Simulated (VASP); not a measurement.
# Cd6As (Pm-3m) in VASP: single point with PBE

Aim: the single point of Cd6As with PBE.

All numbers are computed with VASP 6.6.1; they aren't measurements. Logs are shortened: lines on timing, memory, paths and dates and some standing lists are left out, and cuts for length are marked.

### Step 1. The cell of the first run

The structure is cubic, space group Pm-3m (No. 221). Conventional cell: a = 5.553 Å, b = 5.553 Å, c = 5.553 Å, α = 90.00°, β = 90.00°, γ = 90.00°. Within 3.0 Å of Cd (site symmetry 4mm) lie 5 Cd at 2.30 Å. Within 5.6 Å of As (site symmetry m-3m) lie 24 Cd at 4.09 Å and 6 As at 5.55 Å.

The cell was built from a structure type or drawn by symmetry, and may not be a known phase.

### Step 2. Single point, PBE

The input, INCAR:

```
SYSTEM = Cd6As
ALGO = Fast
EDIFF = 1E-6
ENCUT = 520
GGA = PE
ISIF = 2
ISMEAR = 0
LASPH = .True.
LCHARG = .False.
LREAL = .False.
LWAVE = .False.
NBANDS = 48
NELM = 100
PREC = Accurate
SIGMA = 0.1
```

The input, KPOINTS:

```
k-points
0
Gamma
  4 4 4
  0 0 0
```

The input, POSCAR:

```
Cd6As
1.0
    5.5528549900      0.0000000000      0.0000000000
    0.0000000000      5.5528549900      0.0000000000
    0.0000000000      0.0000000000      5.5528549900
Cd As
6 1
Direct
    0.2070000000      0.5000000000      0.5000000000
    0.5000000000      0.2070000000      0.5000000000
    0.7930000000      0.5000000000      0.5000000000
    0.5000000000      0.7930000000      0.5000000000
    0.5000000000      0.5000000000      0.2070000000
    0.5000000000      0.5000000000      0.7930000000
    0.0000000000      0.0000000000      0.0000000000
```

Potentials or basis: VASP PAW PBE potentials, release 64 (Cd, As).

On the command line:

```
$ cat potpaw_PBE.64/Cd/POTCAR potpaw_PBE.64/As/POTCAR > POTCAR
$ mpirun -np 1 vasp_std > vasp.out
```

OUTCAR:

```text
SYSTEM = Cd6As
   EDIFF = 1E-6
   ENCUT = 520
   GGA = PE
   ISIF = 2
   ISMEAR = 0
   LASPH = .True.
   LREAL = .False.
   NELM = 100
   PREC = Accurate

 ion  position               nearest neighbor table
   1  0.207  0.500  0.500-   3 2.30   2 2.30   4 2.30   5 2.30   6 2.30   3 3.25
   2  0.500  0.207  0.500-   4 2.30   3 2.30   1 2.30   5 2.30   6 2.30   4 3.25
   3  0.793  0.500  0.500-   1 2.30   2 2.30   4 2.30   5 2.30   6 2.30   1 3.25
   4  0.500  0.793  0.500-   2 2.30   1 2.30   3 2.30   5 2.30   6 2.30   2 3.25
   5  0.500  0.500  0.207-   6 2.30   2 2.30   3 2.30   4 2.30   1 2.30   6 3.25
   6  0.500  0.500  0.793-   5 2.30   2 2.30   3 2.30   4 2.30   1 2.30   5 3.25
   7  0.000  0.000  0.000-

  LATTYP: Found a simple cubic cell.
 ALAT       =     5.5528549900

  Lattice vectors:

 A1 = (   5.5528549900,   0.0000000000,   0.0000000000)
 A2 = (   0.0000000000,   5.5528549900,   0.0000000000)
 A3 = (   0.0000000000,   0.0000000000,   5.5528549900)

Analysis of symmetry for initial positions (statically):
=====================================================================
 Subroutine PRICEL returns:
 Original cell was already a primitive cell.

 Routine SETGRP: Setting up the symmetry group for a
 simple cubic supercell.

 Subroutine GETGRP returns: Found 48 space group operations
 (whereof 48 operations were pure point group operations)
 out of a pool of 48 trial point group operations.

The static configuration has the point symmetry O_h .

Analysis of symmetry for dynamics (positions and initial velocities):
=====================================================================
 Subroutine PRICEL returns:
 Original cell was already a primitive cell.

 Routine SETGRP: Setting up the symmetry group for a
 simple cubic supercell.

 Subroutine GETGRP returns: Found 48 space group operations
 (whereof 48 operations were pure point group operations)
 out of a pool of 48 trial point group operations.

The dynamic configuration has the point symmetry O_h .

 Subroutine INISYM returns: Found 48 space group operations
 (whereof 48 operations are pure point group operations),
 and found     1 'primitive' translations

----------------------------------------------------------------------------------------

[... 88 lines left out ...]
   LREAL  =      F    real-space projection
   EDIFFG = 0.1E-04   stopping-criterion for IOM
   NSW    =      0    number of steps for IOM
   IBRION =     -1    ionic relax: 0-MD 1-quasi-New 2-CG
   NFREE  =      0    steps in history (QN), initial steepest desc. (CG)
   ISIF   =      2    stress and relaxation
   ISYM   =      2    0-nonsym 1-usesym 2-fastsym
   POTIM  = 0.5000    time-step for ionic-motion
   TEBEG  =    0.0;   TEEND  =   0.0 temperature during run
   PSTRESS=    0.0 pullay stress
   NELECT =      77.0000    total number of electrons
   NUPDOWN=      -1.0000    fix difference up-down
   EMIN   =  10.00;   EMAX   =-10.00  energy-range for DOS
   EFERMI =   0.00;   METHOD = LEGACY
   ISMEAR =     0;   SIGMA  =   0.10  broadening in eV -4-tet -1-fermi 0-gaus
   EFERMI_NEDOS =   21; number of points for ismear=-14 and -15
   IALGO  =     68    algorithm
   IMIX   =      4    mixing-type and parameters
     AMIX     =   0.40;   BMIX     =  1.00
     AMIX_MAG =   1.60;   BMIX_MAG =  1.00
  volume/ion in A,a.u.               =      24.46       165.06
  Fermi-wavevector in a.u.,A,eV,Ry     =   1.254263  2.370214 21.404367  1.573177
  Thomas-Fermi vector in A             =   2.388077
   LORBIT       =      0    0 simple, 1 ext, 2 COOP (PROOUT), +10 PAW based schemes
   GGA     = PE    functional components
   LHFCALC =     F    Hartree Fock is set to
   AEXX    =    0.0000 exact exchange contribution
   IVDW    =     0    specifies the selected vdW correction
   LEPSILON=     F    determine dielectric tensor
   LRPA    =     F    only Hartree local field effects (RPA)
 non-spin polarized calculation
 RMM-DIIS sequential band-by-band and
 Gauss-broadening in eV      SIGMA  =   0.10
  energy-cutoff  :      520.00
  volume of cell :      171.22
 maximum number of plane-waves:      4636
 NGX is ok and might be reduce to    42
   NGX = 21   NGY = 21   NGZ = 21

 number of electron      77.0000035 magnetization

 Free energy of the ion-electron system (eV)
  ---------------------------------------------------
  ext. energy  EPLUGINS =         0.00000000
  ---------------------------------------------------
  free energy    TOTEN  =        12.91677928 eV

  energy without entropy =       12.92120642  energy(sigma->0) =       12.91899285

 E-fermi :   2.2750     XC(G=0):  -9.7826

 val. band max:        2.1984062838   @ k =   0.5000   0.5000   0.0000
 cond. band min:       2.4796930679   @ k =   0.5000   0.2500   0.2500
 fundamental gap:      0.2812867841
 Fermi energy:         2.2749803125

 k-point     1 :       0.0000    0.0000    0.0000
  band No.  band energies     occupation
      1     -13.3104      2.00000
      2     -10.7813      2.00000
      3     -10.7813      2.00000
      4     -10.7813      2.00000
      5     -10.4203      2.00000
      6     -10.4203      2.00000
[... 499 lines left out ...]
     47      10.5665      0.00000
     48      10.8130      0.00000

------------------------ aborting loop because EDIFF is reached ----------------------------------------

  FORCE on cell =-STRESS in cart. coord.  units (eV):
  Direction    XX          YY          ZZ          XY          YZ          ZX
  --------------------------------------------------------------------------------------
  -------------------------------------------------------------------------------------
  Total       64.2480724     64.2480724     64.2480724      0.0000000      0.0000000     -0.0000000
  in kB      601.2037596    601.2037596    601.2037596      0.0000000      0.0000000     -0.0000000
  external PRESSURE =     601.2037596 kB  Pullay stress =       0.0000000 kB

 VOLUME and BASIS-vectors are now :
 -----------------------------------------------------------------------------
  energy-cutoff  :      520.00
  volume of cell :      171.22
      direct lattice vectors                 reciprocal lattice vectors
     5.552854990  0.000000000  0.000000000     0.180087541  0.000000000  0.000000000
     0.000000000  5.552854990  0.000000000     0.000000000  0.180087541  0.000000000
     0.000000000  0.000000000  5.552854990     0.000000000  0.000000000  0.180087541

 POSITION                                       TOTAL-FORCE (eV/Angst)
 -----------------------------------------------------------------------------------
      1.14944      2.77643      2.77643       -11.673638     -0.000000     -0.000000
      2.77643      1.14944      2.77643         0.000000    -11.673638     -0.000000
      4.40341      2.77643      2.77643        11.673638     -0.000000      0.000000
      2.77643      4.40341      2.77643         0.000000     11.673638      0.000000
      2.77643      2.77643      1.14944        -0.000000     -0.000000    -11.673638
      2.77643      2.77643      4.40341         0.000000     -0.000000     11.673638
      0.00000      0.00000      0.00000         0.000000     -0.000000      0.000000
 -----------------------------------------------------------------------------------
    total drift:                                0.000000     -0.000000     -0.000000

  FREE ENERGIE OF THE ION-ELECTRON SYSTEM (eV)
  ---------------------------------------------------
  free  energy   TOTEN  =        12.9167792821 eV

  energy  without entropy=       12.9212064189  energy(sigma->0) =       12.91899285
```

OSZICAR:

```text
N       E                     dE             d eps       ncg     rms          rms(c)
DAV:   1     0.648070697746E+03    0.64807E+03   -0.40138E+04   960   0.155E+03
DAV:   2     0.325573852660E+02   -0.61551E+03   -0.59943E+03  1000   0.424E+02
DAV:   3     0.110003316471E+02   -0.21557E+02   -0.21316E+02  1088   0.884E+01
DAV:   4     0.108725884026E+02   -0.12774E+00   -0.12768E+00  1056   0.615E+00
DAV:   5     0.108718167186E+02   -0.77168E-03   -0.77163E-03  1104   0.410E-01    0.326E+01
RMM:   6     0.123848180199E+02    0.15130E+01   -0.30713E+00   968   0.813E+00    0.235E+01
RMM:   7     0.126772782187E+02    0.29246E+00   -0.59482E-01   970   0.215E+00    0.119E+01
RMM:   8     0.129157204638E+02    0.23844E+00   -0.25776E-01  1006   0.188E+00    0.474E-01
RMM:   9     0.129174197395E+02    0.16993E-02   -0.25219E-02  1003   0.111E+00    0.154E-01
RMM:  10     0.129170086592E+02   -0.41108E-03   -0.16086E-03  1019   0.190E-01    0.941E-02
RMM:  11     0.129167829371E+02   -0.22572E-03   -0.35325E-04  1000   0.780E-02    0.147E-02
RMM:  12     0.129167820135E+02   -0.92352E-06   -0.39389E-05   955   0.233E-02    0.743E-03
RMM:  13     0.129167789034E+02   -0.31101E-05   -0.10854E-05   793   0.137E-02    0.317E-03
RMM:  14     0.129167792821E+02    0.37870E-06   -0.24518E-06   693   0.739E-03
   1 F= 0.12916779E+02 E0= 0.12918993E+02  d E =-.442714E-02
```

stdout:

```text
POSCAR found type information on POSCAR CdAs
 POSCAR found :  2 types and       7 ions
 scaLAPACK will be used
 LDA part: xc-table for (Slater+PW92), standard interpolation
 POSCAR, INCAR and KPOINTS ok, starting setup
 FFT: planning ... GRIDC
 FFT: planning ... GRID_SOFT
 FFT: planning ... GRID
 WAVECAR not read
 entering main loop
```

Run time: 34 s. Hardware: 1 thread of Intel Xeon 6975P-C (Granite Rapids), shared host; peak memory 0.28 GiB.

Results:

```yaml
Free_energy: 12.9168 eV
Pressure: 60.1 GPa
Largest_force: 11.674 eV/Å
Band_gap_on_the_k_mesh: zero (an odd number of electrons rules out a gap without spin polarisation)
```

Forces in eV/Å, atoms in the order of the input:
```
Cd  -11.674   0.000   0.000
Cd    0.000 -11.674   0.000
Cd   11.674   0.000   0.000
Cd    0.000  11.674   0.000
Cd    0.000   0.000 -11.674
Cd    0.000   0.000  11.674
As    0.000   0.000   0.000
```

Levels at points of the mesh, in eV from the Fermi level:
```csv
k point,band 36,band 37,band 38,band 39,band 40,band 41
"(0.00, 0.00, 0.00)",-2.21,-2.21,-1.87,0.27,0.27,0.27
"(0.50, 0.00, 0.00)",-2.15,-2.06,-0.95,-0.95,0.58,1.79
"(0.50, 0.50, 0.00)",-1.15,-0.98,-0.35,-0.08,-0.08,0.60
"(0.50, 0.50, 0.50)",-2.31,-2.31,-2.31,1.77,1.77,1.77
```

Caveat: the cell stands under pressure; forces of over 1 eV/Å act on the atoms, so gaps and moduli don't describe the material at rest.
